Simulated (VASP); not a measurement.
Wanted: the native input for a VASP 6.6.1 run.

| Quantity | Value |
| --- | --- |
| Task | single point |
| Functional | PBEsol |
| Potentials or basis | VASP PAW PBE potentials, release 64 (Ca_sv, O) |
| Cutoff | 600 eV |
| k mesh | 5 × 5 × 5 |
| Occupations | gaussian, width 0.01 eV |
| Spin | no spin polarisation |
| Dipole correction | no |
| Further INCAR settings | ALGO = Normal; EDIFF = 1e-06; NBANDS = 15 |

The structure of CaO lies in POSCAR:

```
CaO
1.0
    0.0000000000      2.6067317416      2.6067317416
    2.6067317416      0.0000000000      2.6067317416
    2.6067317416      2.6067317416      0.0000000000
Ca O
1 1
Direct
    0.0000000000      0.0000000000      0.0000000000
    0.2500000000      0.2500000000      0.2500000000
```

One way to write it, as run:

INCAR

```
PREC = Accurate
ENCUT = 600
EDIFF = 1E-6
ISMEAR = 0
SIGMA = 0.01
LREAL = F
LASPH = T
NELM = 120
ALGO = Normal
ISIF = 2
LWAVE = F
LCHARG = F
GGA = PS
NBANDS = 15
GGA_COMPAT = F
```

KPOINTS

```
Automatic mesh
0
Gamma
  5 5 5
```

Potentials or basis: VASP PAW PBE potentials, release 64 (Ca_sv, O).

Launch:

```sh
$ cat potpaw_PBE.64/Ca_sv/POTCAR potpaw_PBE.64/O/POTCAR > POTCAR
$ mpirun -np 1 vasp_std > vasp.out
```

Results of the run:

* Pressure: -1.1 GPa
* Band gap on the k mesh: 3.27 eV (least direct gap 3.83 eV)

Caveat: the PAW data sets were made with another functional, which shifts forces and pressure a little; an odd mesh through Γ misses points on the zone boundary, where band edges can lie.

Wall time 16 s on 1 thread of Intel Xeon 8259CL (shared host), peak memory 0.17 GiB.
